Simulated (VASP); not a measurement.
Here is a VASP 6.6.1 calculation.

File INCAR:

```
PREC = Accurate
ENCUT = 520
EDIFF = 1E-6
ISMEAR = 0
SIGMA = 0.02
LREAL = Auto
LASPH = T
NELM = 100
ALGO = Normal
ISIF = 2
LWAVE = F
LCHARG = F
GGA = PS
NBANDS = 48
```

KPOINTS

```
regular mesh
0
Gamma
  2 2 2
```

File POSCAR:

```
Si
1.0
    0.0000000000      5.4300000000      5.4300000000
    5.4300000000      0.0000000000      5.4300000000
    5.4300000000      5.4300000000      0.0000000000
Si
17
Direct
    0.0004867403     -0.0003620626     -0.0001677716
    0.1235385820      0.1225720994      0.1225993554
   -0.0024681400     -0.0030257827      0.5026756906
    0.1234294659      0.1227289134      0.6310839779
   -0.0024909761      0.5026235727     -0.0030066298
    0.1233993554      0.6308943831      0.1228520258
   -0.0025578269      0.5027252302      0.5028324125
    0.1265804788      0.6244081031      0.6244707182
    0.5036809392     -0.0034476059     -0.0034096685
    0.6317523941      0.1225398711      0.1227118785
    0.5035558011     -0.0032795580      0.5028953959
    0.6252819521      0.1262760589      0.6240808471
    0.5035014733      0.5027197053     -0.0031453039
    0.6252636280      0.6240037753      0.1262813076
    0.5003279006      0.4998542357      0.4998809392
    0.6252057090      0.6241594843      0.6243267035
    1.2506949355      0.2495702578      0.2497610497
```

Potentials or basis: VASP PAW PBE potentials, release 64 (Si).

Run with:

```sh
$ cat potpaw_PBE.64/Si/POTCAR > POTCAR
$ mpirun -np 1 vasp_std > vasp.out
```

Problem. Estimate the band gap on the k mesh.

Solution. Zero (band 34 reaches 6.81 eV, above the bottom of band 35 at 6.56 eV).

Problem. Predict the pressure.

Solution. 3.5 GPa.

Problem. What does it give for the largest force?

Solution. 0.020 eV/Å.

Forces in eV/Å, atoms in the order of the input:
```
Si   0.003 -0.001  0.000
Si  -0.008 -0.005 -0.006
Si  -0.011  0.009  0.005
Si   0.005  0.009 -0.007
Si  -0.010  0.006  0.008
Si   0.006 -0.007  0.010
Si  -0.008  0.008  0.007
Si   0.000  0.003  0.006
Si   0.006  0.005  0.002
Si  -0.009  0.009  0.009
Si  -0.007 -0.005  0.001
Si   0.008 -0.004 -0.015
Si  -0.007  0.003 -0.004
Si   0.011 -0.015 -0.003
Si   0.004 -0.003 -0.002
Si   0.016 -0.010 -0.006
Si   0.002 -0.003 -0.003
```

Caveat: the k points lie up to 0.50 Å⁻¹ apart; the PAW data sets were made with another functional, which shifts forces and pressure a little.
